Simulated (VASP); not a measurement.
Here is a VASP 6.6.1 calculation.

File INCAR:

```
ALGO = Normal
EDIFF = 1E-6
ENCUT = 520
GGA = PE
ISIF = 2
ISMEAR = -1
LASPH = True
LCHARG = False
LREAL = False
LWAVE = False
NBANDS = 26
NELM = 100
PREC = Accurate
SIGMA = 0.08
```

The input KPOINTS:

```
k-points
0
Gamma
  7 7 5
```

The input POSCAR:

```
Rb
1.0
    4.8347709863      0.0000000000      0.0000000000
   -2.4173854931      4.1870344956      0.0000000000
    0.0000000000      0.0000000000      7.2282142318
Rb
4
Direct
    0.0000000000      0.0000000000      0.0000000000
    0.0000000000      0.0000000000      0.5000000000
    0.3333333333      0.6666666667      0.2500000000
    0.6666666667      0.3333333333      0.7500000000
```

Potentials or basis: VASP PAW PBE potentials, release 64 (Rb_sv).

Run with:

```console
$ cat potpaw_PBE.64/Rb_sv/POTCAR > POTCAR
$ mpirun -np 1 vasp_std > vasp.out
```

**Question.** Estimate the pressure.

**Answer.** 10.1 GPa.

**Question.** Predict the band gap on the k mesh.

**Answer.** Zero (band 18 reaches 3.38 eV, above the bottom of band 19 at 3.21 eV).
